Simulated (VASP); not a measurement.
# Pb (P6_3/mmc) in VASP: further runs

Pb is run at these levels: BLYP, r2SCAN, LDA, PBE, RPBE; tasks: single point, relaxation of cell and atoms.

Everything below comes from runs of VASP 6.6.1. Logs are shortened: lines on timing, memory, paths and dates and some standing lists are left out, and cuts for length are marked.

## (1) The cell of the first run

The structure is hexagonal, space group P6_3/mmc (No. 194). Conventional cell: a = 3.651 Å, b = 3.651 Å, c = 6.052 Å, α = 90.00°, β = 90.00°, γ = 120.00°. Pb (site symmetry -6m2) has 12 Pb at 3.65 to 3.69 Å within 4.8 Å.

## (2) Single point, BLYP

Input file INCAR:

```
SYSTEM = Pb
  PREC = Accurate
  ENCUT = 520
  EDIFF = 1E-7
  ISMEAR = -1
  SIGMA = 0.05
  LREAL = .FALSE.
  LASPH = .TRUE.
  NELM = 100
  ALGO = Normal
  ISIF = 2
  LWAVE = .FALSE.
  LCHARG = .TRUE.
  GGA = B5
  ALDAX = 1.0
  AGGAX = 1.0
  AGGAC = 1.0
  ALDAC = 0.0
  LELF = .TRUE.
  LVHAR = .TRUE.
  NBANDS = 21
```

Input file KPOINTS:

```
regular mesh
0
G
  9 9 5
  0 0 0
```

Input file POSCAR:

```
Pb
1.0
    3.6512141833      0.0000000000      0.0000000000
   -1.8256070916      3.1620442374      0.0000000000
    0.0000000000      0.0000000000      6.0519950554
Pb
2
Direct
    0.6666666667      0.3333333333      0.7500000000
    0.3333333333      0.6666666667      0.2500000000
```

Potentials or basis: VASP PAW PBE potentials, release 64 (Pb_d).

Launch:

```console
cat potpaw_PBE.64/Pb_d/POTCAR > POTCAR
mpirun -np 1 vasp_std > vasp.out
```

OUTCAR:

```text
SYSTEM = Pb
   PREC = Accurate
   ENCUT = 520
   EDIFF = 1E-7
   ISMEAR = -1
   LREAL = .FALSE.
   LASPH = .TRUE.
   NELM = 100
   ISIF = 2
   GGA = B5

 ion  position               nearest neighbor table
   1  0.667  0.333  0.750-   2 3.69   2 3.69   2 3.69   2 3.69   2 3.69   2 3.69
   2  0.333  0.667  0.250-   1 3.69   1 3.69   1 3.69   1 3.69   1 3.69   1 3.69

  LATTYP: Found a hexagonal cell.
 ALAT       =     3.6512141833
 C/A-ratio  =     1.6575294550

  Lattice vectors:

 A1 = (   3.6512141833,   0.0000000000,   0.0000000000)
 A2 = (  -1.8256070916,   3.1620442374,   0.0000000000)
 A3 = (   0.0000000000,   0.0000000000,   6.0519950554)

Analysis of symmetry for initial positions (statically):
=====================================================================
 Subroutine PRICEL returns:
 Original cell was already a primitive cell.

 Routine SETGRP: Setting up the symmetry group for a
 hexagonal supercell.

 Subroutine GETGRP returns: Found 24 space group operations
 (whereof 12 operations were pure point group operations)
 out of a pool of 24 trial point group operations.

The static configuration has the point symmetry D_3d.
 The point group associated with its full space group is D_6h.

Analysis of symmetry for dynamics (positions and initial velocities):
=====================================================================
 Subroutine PRICEL returns:
 Original cell was already a primitive cell.

 Routine SETGRP: Setting up the symmetry group for a
 hexagonal supercell.

 Subroutine GETGRP returns: Found 24 space group operations
 (whereof 12 operations were pure point group operations)
 out of a pool of 24 trial point group operations.

The dynamic configuration has the point symmetry D_3d.
 The point group associated with its full space group is D_6h.

 Subroutine INISYM returns: Found 24 space group operations
 (whereof 12 operations are pure point group operations),
 and found     1 'primitive' translations

----------------------------------------------------------------------------------------

                                     Primitive cell

  volume of cell :      69.8721

  direct lattice vectors                    reciprocal lattice vectors
     3.651214183  0.000000000  0.000000000     0.273881495  0.158125555  0.000000000
    -1.825607092  3.162044237  0.000000000     0.000000000  0.316251110  0.000000000
     0.000000000  0.000000000  6.051995055     0.000000000  0.000000000  0.165234768

  length of vectors
     3.651214183  3.651214183  6.051995055     0.316251110  0.316251110  0.165234768

  position of ions in fractional coordinates (direct lattice)
     0.666666667  0.333333333  0.750000000
     0.333333333  0.666666667  0.250000000

  ion indices of the primitive-cell ions
   primitive index   ion index
                 1           1
                 2           2

----------------------------------------------------------------------------------------

 KPOINTS: regular mesh

Automatic generation of k-mesh.
 Grid dimensions read from file:
 generate k-points for:    9    9    5

 Generating k-lattice:

  Cartesian coordinates                     Fractional coordinates (reciprocal lattice)
     0.030431277  0.017569506  0.000000000     0.111111111 -0.000000000  0.000000000
     0.000000000  0.035139012  0.000000000     0.000000000  0.111111111  0.000000000
     0.000000000  0.000000000  0.033046954     0.000000000  0.000000000  0.200000000

  Length of vectors
     0.035139012  0.035139012  0.033046954

  Shift w.r.t. Gamma in fractional coordinates (k-lattice)
     0.000000000  0.000000000  0.000000000

 Subroutine IBZKPT returns following result:
 ===========================================

 Found     36 irreducible k-points:

 Following reciprocal coordinates:
            Coordinates               Weight
  0.000000  0.000000  0.000000      1.000000
  0.111111  0.000000  0.000000      6.000000
  0.222222  0.000000  0.000000      6.000000
  0.333333  0.000000  0.000000      6.000000
  0.444444  0.000000  0.000000      6.000000
  0.111111  0.111111  0.000000      6.000000
[... 16 lines left out ...]
  0.333333  0.222222  0.200000     24.000000
  0.333333  0.333333  0.200000      4.000000
 [... further k-points ...]
   k-points           NKPTS =     36   k-points in BZ     NKDIM =     36   number of bands    NBANDS=     21
   number of dos      NEDOS =    301   number of ions     NIONS =      2
   total plane-waves  NPLWV =  37632
   dimension x,y,z NGX =    28 NGY =   28 NGZ =   48
   dimension x,y,z NGXF=    56 NGYF=   56 NGZF=   96
   ions per type =               2
   NGX,Y,Z   is equivalent  to a cutoff of  12.75, 12.75, 13.19 a.u.
   NGXF,Y,Z  is equivalent  to a cutoff of  25.50, 25.50, 26.37 a.u.
 SYSTEM =  Pb
   PREC   = accura    normal or accurate (medium, high low for compatibility)
   ISTART =      0    job   : 0-new  1-cont  2-samecut
   ICHARG =      2    charge: 1-file 2-atom 10-const
   ISPIN  =      1    spin polarized calculation?
   LNONCOLLINEAR =      F non collinear calculations
   LSORBIT =      F    spin-orbit coupling
   LASPH  =      T    aspherical Exc in radial PAW
   ENCUT  =  520.0 eV  38.22 Ry    6.18 a.u.   6.79  6.79 11.25*2*pi/ulx,y,z
   NELM   =    100;   NELMIN=  2; NELMDL= -5     # of ELM steps
   EDIFF  = 0.1E-06   stopping-criterion for ELM
   LREAL  =      F    real-space projection
   EDIFFG = 0.1E-05   stopping-criterion for IOM
   NSW    =      0    number of steps for IOM
   IBRION =     -1    ionic relax: 0-MD 1-quasi-New 2-CG
   NFREE  =      0    steps in history (QN), initial steepest desc. (CG)
   ISIF   =      2    stress and relaxation
   ISYM   =      2    0-nonsym 1-usesym 2-fastsym
   POTIM  = 0.5000    time-step for ionic-motion
   TEBEG  =    0.0;   TEEND  =   0.0 temperature during run
   PSTRESS=    0.0 pullay stress
   NELECT =      28.0000    total number of electrons
   NUPDOWN=      -1.0000    fix difference up-down
   EMIN   =  10.00;   EMAX   =-10.00  energy-range for DOS
   EFERMI =   0.00;   METHOD = LEGACY
   ISMEAR =    -1;   SIGMA  =   0.05  broadening in eV -4-tet -1-fermi 0-gaus
   EFERMI_NEDOS =   21; number of points for ismear=-14 and -15
   IALGO  =     38    algorithm
   IMIX   =      4    mixing-type and parameters
     AMIX     =   0.40;   BMIX     =  1.00
     AMIX_MAG =   1.60;   BMIX_MAG =  1.00
  volume/ion in A,a.u.               =      34.94       235.76
  Fermi-wavevector in a.u.,A,eV,Ry     =   1.206960  2.280824 19.820323  1.456753
  Thomas-Fermi vector in A             =   2.342612
   LORBIT       =      0    0 simple, 1 ext, 2 COOP (PROOUT), +10 PAW based schemes
   GGA     = B5    functional components
   LHFCALC =     F    Hartree Fock is set to
   AEXX    =    0.0000 exact exchange contribution
   IVDW    =     0    specifies the selected vdW correction
   LEPSILON=     F    determine dielectric tensor
   LRPA    =     F    only Hartree local field effects (RPA)
 non-spin polarized calculation
  energy-cutoff  :      520.00
  volume of cell :       69.87
 maximum number of plane-waves:      1896
 NGX is ok and might be reduce to    28
   NGX = 13   NGY = 13   NGZ = 23

 number of electron      28.0000003 magnetization

 Free energy of the ion-electron system (eV)
  ---------------------------------------------------
  ext. energy  EPLUGINS =         0.00000000
  ---------------------------------------------------
  free energy    TOTEN  =        -5.71233799 eV

  energy without entropy =       -5.69624982  energy(sigma->0) =       -5.70429390

 E-fermi :   6.2153     XC(G=0):  -8.9497

 val. band max:        6.1942322444   @ k =   0.2222   0.1111   0.2000
 cond. band min:       6.2166673882   @ k =   0.3333   0.0000   0.2000
 fundamental gap:      0.0224351438
 Fermi energy:         6.2152532124

 k-point     1 :       0.0000    0.0000    0.0000
  band No.  band energies     occupation
      1     -10.7291      2.00000
      2     -10.7290      2.00000
      3     -10.7105      2.00000
      4     -10.7105      2.00000
      5     -10.6987      2.00000
      6     -10.6987      2.00000
[... 13 lines left out ...]
     20      15.3784      0.00000
     21      16.8166      0.00000

 k-point     2 :       0.1111    0.0000    0.0000
  band No.  band energies     occupation
      1     -10.7380      2.00000
      2     -10.7193      2.00000
      3     -10.7027      2.00000
      4     -10.6907      2.00000
      5     -10.6883      2.00000
      6     -10.6793      2.00000
[... 13 lines left out ...]
     20      15.9955      0.00000
     21      16.6042      0.00000

 k-point     3 :       0.2222    0.0000    0.0000
  band No.  band energies     occupation
      1     -10.7649      2.00000
      2     -10.7097      2.00000
      3     -10.6893      2.00000
      4     -10.6869      2.00000
      5     -10.6783      2.00000
      6     -10.6405      2.00000
[... 13 lines left out ...]
     20      15.3422      0.00000
     21      16.2476      0.00000

 k-point     4 :       0.3333    0.0000    0.0000
  band No.  band energies     occupation
      1     -10.7932      2.00000
      2     -10.7208      2.00000
      3     -10.7199      2.00000
      4     -10.6946      2.00000
      5     -10.6513      2.00000
      6     -10.6210      2.00000
[... 13 lines left out ...]
     20      14.7061      0.00000
     21      15.7715      0.00000

 k-point     5 :       0.4444    0.0000    0.0000
  band No.  band energies     occupation
      1     -10.8109      2.00000
      2     -10.7414      2.00000
      3     -10.7295      2.00000
      4     -10.7046      2.00000
      5     -10.6376      2.00000
      6     -10.6280      2.00000
[... 13 lines left out ...]
     20      14.3967      0.00000
     21      15.5284      0.00000
[... 382 lines left out ...]
     20      13.9111      0.00000
     21      16.1606      0.00000

 k-point    22 :       0.2222    0.2222    0.2000
  band No.  band energies     occupation
      1     -10.7381      2.00000
      2     -10.7226      2.00000
      3     -10.7070      2.00000
      4     -10.7047      2.00000
      5     -10.6590      2.00000
      6     -10.6241      2.00000
[... 13 lines left out ...]
     20      15.2603      0.00000
     21      16.5553      0.00000

 k-point    23 :       0.3333    0.2222    0.2000
  band No.  band energies     occupation
      1     -10.7459      2.00000
      2     -10.7298      2.00000
      3     -10.7055      2.00000
      4     -10.6769      2.00000
      5     -10.6629      2.00000
      6     -10.6145      2.00000
[... 13 lines left out ...]
     20      16.1758      0.00000
     21      16.4995      0.00000

 k-point    24 :       0.3333    0.3333    0.2000
  band No.  band energies     occupation
      1     -10.7466      2.00000
      2     -10.7054      2.00000
      3     -10.7054      2.00000
      4     -10.6400      2.00000
      5     -10.6400      2.00000
      6     -10.6376      2.00000
[... 13 lines left out ...]
     20      17.2194      0.00000
     21      17.2194      0.00000

 [... further k-points ...]

------------------------ aborting loop because EDIFF is reached ----------------------------------------

  FORCE on cell =-STRESS in cart. coord.  units (eV):
  Direction    XX          YY          ZZ          XY          YZ          ZX
  --------------------------------------------------------------------------------------
  -------------------------------------------------------------------------------------
  Total       -0.0007988     -0.0007988      0.0424788     -0.0000000     -0.0000000      0.0000000
  in kB       -0.0183155     -0.0183155      0.9740451     -0.0000000     -0.0000000      0.0000000
  external PRESSURE =       0.3124713 kB  Pullay stress =       0.0000000 kB

 VOLUME and BASIS-vectors are now :
 -----------------------------------------------------------------------------
  energy-cutoff  :      520.00
  volume of cell :       69.87
      direct lattice vectors                 reciprocal lattice vectors
     3.651214183  0.000000000  0.000000000     0.273881495  0.158125555  0.000000000
    -1.825607092  3.162044237  0.000000000     0.000000000  0.316251110  0.000000000
     0.000000000  0.000000000  6.051995055     0.000000000  0.000000000  0.165234768

 POSITION                                       TOTAL-FORCE (eV/Angst)
 -----------------------------------------------------------------------------------
      1.82561      1.05401      4.53900        -0.000000      0.000000      0.000000
     -0.00000      2.10803      1.51300         0.000000     -0.000000      0.000000
 -----------------------------------------------------------------------------------
    total drift:                               -0.000000      0.000000      0.000000

  FREE ENERGIE OF THE ION-ELECTRON SYSTEM (eV)
  ---------------------------------------------------
  free  energy   TOTEN  =        -5.7123379888 eV

  energy  without entropy=       -5.6962498153  energy(sigma->0) =       -5.70429390
```

It took 50 s on 1 thread of Intel Xeon Platinum 8259CL at 2.50GHz (Skylake/Cascade Lake), shared host; peak memory 0.2 GiB.

Results:

```
Free energy            : -5.7123 eV
Pressure               : 0.0 GPa
Band gap on the k mesh : zero (band 14 reaches 11.06 eV, above the bottom of band 15 at 4.77 eV)
```

Levels at points of the mesh, in eV from the Fermi level:
```csv
k point,band 10,band 11,band 12,band 13,band 14,band 15,band 16,band 17,band 18,band 19
"(0.00, 0.00, 0.00)",-16.77,-10.87,-8.18,-3.43,4.84,4.84,6.08,6.25,6.25,8.41
```

Caveat: the PAW data sets were made with another functional, which shifts forces and pressure a little; spin-orbit coupling is left out, which moves the levels of the heavy elements.

## (3) Single point, r2SCAN

This run uses another cell than the first one, of 30.90 Å³/atom, 0.884 times its volume.

Input file POSCAR:

```
Pb
1.0
    3.4681465361      0.0000000000      0.0000000000
   -1.7340732680      3.0035030043      0.0000000000
    0.0000000000      0.0000000000      5.9320601884
Pb
2
Direct
    0.6666666667      0.3333333333      0.7500000000
    0.3333333333      0.6666666667      0.2500000000
```

Input file INCAR.step1:

```
SYSTEM = Pb
PREC = Accurate
ENCUT = 520
ISMEAR = -1
SIGMA = 0.05
LREAL = .FALSE.
LASPH = .TRUE.
NELM = 60
NBANDS = 21
GGA = PE
ALGO = Normal
EDIFF = 1E-4
LWAVE = .TRUE.
LCHARG = .FALSE.
```

Input file INCAR.step2:

```
SYSTEM = Pb
PREC = Accurate
ENCUT = 520
EDIFF = 1E-6
ISMEAR = -1
SIGMA = 0.05
LREAL = .FALSE.
LASPH = .TRUE.
NELM = 60
ALGO = Normal
ISIF = 2
LWAVE = .FALSE.
LCHARG = .FALSE.
METAGGA = R2SCAN
LMIXTAU = .TRUE.
NBANDS = 21
ISTART = 1
```

Input file KPOINTS:

```
Automatic mesh
0
G
  9 9 5
  0 0 0
```

Potentials or basis: VASP PAW PBE potentials, release 64 (Pb_d).

Launch:

```console
cat potpaw_PBE.64/Pb_d/POTCAR > POTCAR
cp INCAR.step1 INCAR
mpirun -np 1 vasp_std > vasp.out
cp INCAR.step2 INCAR
mpirun -np 1 vasp_std > vasp.out
```

Wall time 2.7 min (1 thread of Intel Xeon Platinum 8259CL at 2.50GHz (Skylake/Cascade Lake), shared host); peak memory 0.21 GiB.

The run converged. Its results:

| Quantity | Value |
| --- | --- |
| Free energy | -112.5305 eV |
| Pressure | 0.0 GPa |
| Band gap on the k mesh | zero (band 14 reaches 13.24 eV, above the bottom of band 15 at 5.10 eV) |

Levels at points of the mesh, in eV from the Fermi level:
```csv
k point,band 11,band 12,band 13,band 14,band 15,band 16,band 17,band 18
"(0.00, 0.00, 0.00)",-12.08,-8.79,-4.27,6.32,6.32,6.90,7.98,7.98
```

Caveat: the PAW data sets were made with another functional, which shifts forces and pressure a little; spin-orbit coupling is left out, which moves the levels of the heavy elements.

(Part 1 of 3 ends here.)
